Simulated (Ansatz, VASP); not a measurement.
# One calculation of Sn2H, two programs

```
Sn H
1.0
     3.50397    0.00000    0.00000
    -1.75198    3.03453    0.00000
     0.00000    0.00000   12.21853
Sn H
4 2
Direct
  0.00000 0.00000 0.74660
  0.00000 0.00000 0.25340
  0.00000 0.00000 0.50000
  0.00000 0.00000 0.00000
  0.33333 0.66667 0.50000
  0.66667 0.33333 0.50000
```

Alike in both runs: functional PBE; k mesh 12 × 12 × 4; occupations gaussian, width 0.1 eV; no spin polarisation.

Ansatz relaxed the structure, and its values are those at the end. VASP's run is a single point on that final structure, the one shown.

```csv
,VASP,Ansatz
version,VASP 6.6.1,Ansatz 0.2.0
potentials or method,"VASP PAW PBE potentials, release 64 (Sn_d, H), cutoff 520 eV","scalar-relativistic, plane waves, PAW"
valence electrons in the cell,58,58
```

|  | VASP | Ansatz | Ansatz less VASP |
| --- | --- | --- | --- |
| gap on the k mesh at the Fermi level (eV) | none | none | - |
| pressure (GPa) | -0.1 | 0.0 | +0.07 |

A gap of «none» marks a metal or a gap that the smearing closes.
